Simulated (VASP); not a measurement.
## GaN: single point with PBE

Crystal: GaN.

```
Ga N
1.0
     3.18000    0.00000    0.00000
    -1.59000    2.72642    0.00000
     0.00000    0.00000    5.16600
Ga N
2 2
Direct
  0.33333 0.66667 0.00000
  0.66667 0.33333 0.50000
  0.33333 0.66667 0.37500
  0.66667 0.33333 0.87500
```

This cell differs from its parent crystal: strain -0.0100 x Voigt [0, 1, 0, 0, 0, 0].

| Property | Result |
| --- | --- |
| Program | VASP 6.6.1 |
| Task | single point |
| Functional | PBE |
| Potentials or basis | VASP PAW PBE potentials, release 64 (Ga_d, N) |
| Cutoff | 520 eV |
| k mesh | 12 × 12 × 6 |
| Occupations | gaussian, width 0.05 eV |
| Spin | no spin polarisation |

```yaml
Pressure: 9.4 GPa
Largest_force: 0.129 eV/Å
Band_gap_on_the_k_mesh: 2.01 eV
```

Forces in eV/Å, atoms in the order of the input:
```
Ga   0.000 -0.091 -0.075
Ga   0.000  0.091 -0.075
N    0.000 -0.105  0.075
N    0.000  0.105  0.075
```

Stress tensor (GPa, compression positive):
```
 7.76  0.00  0.00
 0.00 10.98  0.00
 0.00  0.00  9.54
```

Levels at points of the mesh, in eV from the valence-band top:
```
           k point  band 16  band 17  band 18  band 19  band 20  band 21
(0.00, 0.00, 0.00)    -0.10    -0.04     0.00     2.01     4.39     9.25
(0.50, 0.00, 0.00)    -2.79    -2.31    -1.01     5.17     5.68     6.03
(0.00, 0.50, 0.00)    -2.89    -2.32    -1.09     4.99     5.57     6.07
(0.00, 0.00, 0.50)    -0.58    -0.54    -0.54     4.35     4.35     8.54
(0.50, 0.00, 0.50)    -2.00    -1.97    -1.97     4.44     4.44     7.88
(0.00, 0.50, 0.50)    -2.06    -1.98    -1.98     4.38     4.38     7.84
```

Run time: 2.5 min on 1 thread of Intel Xeon 8259CL, on a shared host, peak memory 0.28 GiB.

Caveat: the cell differs from its parent crystal (strain -0.0100 x Voigt [0, 1, 0, 0, 0, 0]); the cell stands under pressure.
